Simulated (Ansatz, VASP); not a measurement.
## MgO: VASP beside Ansatz

The input INCAR:

```
PREC = Accurate
ENCUT = 520
EDIFF = 1E-7
ISMEAR = 0
SIGMA = 0.05
LREAL = F
LASPH = T
NELM = 60
ALGO = Normal
ISIF = 2
LWAVE = F
LCHARG = T
GGA = PS
LELF = T
LVHAR = T
NBANDS = 16
```

File KPOINTS:

```
Automatic mesh
0
Gamma
  9 9 6
```

Contents of POSCAR:

```
MgO
1.0
    3.4191000000      0.0000000000      0.0000000000
   -1.7095500000      2.9610274581      0.0000000000
    0.0000000000      0.0000000000      5.0193879762
Mg O
2 2
Direct
    0.3333333333      0.6666666667      0.0036583380
    0.6666666667      0.3333333333      0.5036583380
    0.3333333333      0.6666666667      0.4009416620
    0.6666666667      0.3333333333      0.9009416620
```

Input for Ansatz:

```yaml
crystal:
  lattice:
    - [3.4191, 0.0, 0.0]
    - [-1.70955, 2.9610274581, 0.0]
    - [0.0, 0.0, 5.0193879762]
  atoms:
    - { symbol: Mg, position: [0.3333333333, 0.6666666667, 0.003658338] }
    - { symbol: Mg, position: [0.6666666667, 0.3333333333, 0.503658338] }
    - { symbol: O, position: [0.3333333333, 0.6666666667, 0.400941662] }
    - { symbol: O, position: [0.6666666667, 0.3333333333, 0.900941662] }
basis:
  ecutwfc: 520.0
kpoints:
  mp_grid: { grid: [9, 9, 6] }
hamiltonian:
  xc: pbesol
  pseudopotentials: { kind: paw, azcp: { folder: soft_1 } }
scf:
  occupations: { method: gaussian, width: 0.05 }
output:
  forces: true
  stress: true
  eigenvalues: true
```

Alike in both runs: task single point; functional PBEsol; k mesh 9 × 9 × 6; occupations gaussian, width 0.05 eV; no spin polarisation.

|  | VASP | Ansatz |
| --- | --- | --- |
| version | VASP 6.6.1 | Ansatz 0.2.0 |
| potentials or method | VASP PAW PBE potentials, release 64 (Mg, O), cutoff 520 eV | scalar-relativistic, plane waves, PAW |
| valence electrons in the cell | 16 | 32 |

```tsv
	VASP	Ansatz	Ansatz less VASP
gap on the k mesh at the Fermi level (eV)	2.95	2.96	+0.008
least direct gap on the mesh (eV)	2.95	2.96	+0.008
pressure (GPa)	-7.8	-7.4	+0.41
traceless stress, the component that is largest in VASP (GPa)	4.21	4.12	-0.090
rms of the force components (eV/Å)	0.131	0.130	-0.0007
```

VASP's potentials were made for PBE, not for PBEsol, and Ansatz warns of the same on its side. Atom by atom the forces differ by 0.001 eV/Å (rms over components). VASP's potentials hold 16 valence electrons a cell and Ansatz's 32, so a difference there can come from the potentials and not from the codes.
